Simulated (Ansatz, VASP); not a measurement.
One calculation of As, two programs

```
As
1.0
     0.00000    2.29989    2.29989
     2.29989    0.00000    2.29989
     2.29989    2.29989    0.00000
As
2
Cartesian
  -0.5750 -0.5750 -0.5750
  0.5750 0.5750 0.5750
```

Alike in both runs: task single point; functional PBEsol; k mesh 11 × 11 × 11; occupations fermi-dirac, width 0.08 eV; no spin polarisation.

|  | VASP | Ansatz |
| --- | --- | --- |
| version | VASP 6.6.1 | Ansatz 0.2.0 |
| potentials or method | VASP PAW PBE potentials, release 64 (As) | PAW with other files of Ansatz's library (level accurate), scalar-relativistic |
| plane-wave cutoff (eV) | 520 | 580 |
| valence electrons in the cell | 10 | 30 |

```tsv
	VASP	Ansatz	Ansatz less VASP
pressure (GPa)	207.8	199.8	-7.98
```

VASP's potentials were made for PBE, not for PBEsol. Both programs put the cell under a high pressure, so it lies far from rest at this level. With one functional, cell and mesh, what is left measures potentials, basis and numerics. VASP's potentials hold 10 valence electrons a cell and Ansatz's 30, so a difference there can come from the potentials and not from the codes.

Noted on VASP's run: the cell as given lies far from equilibrium.
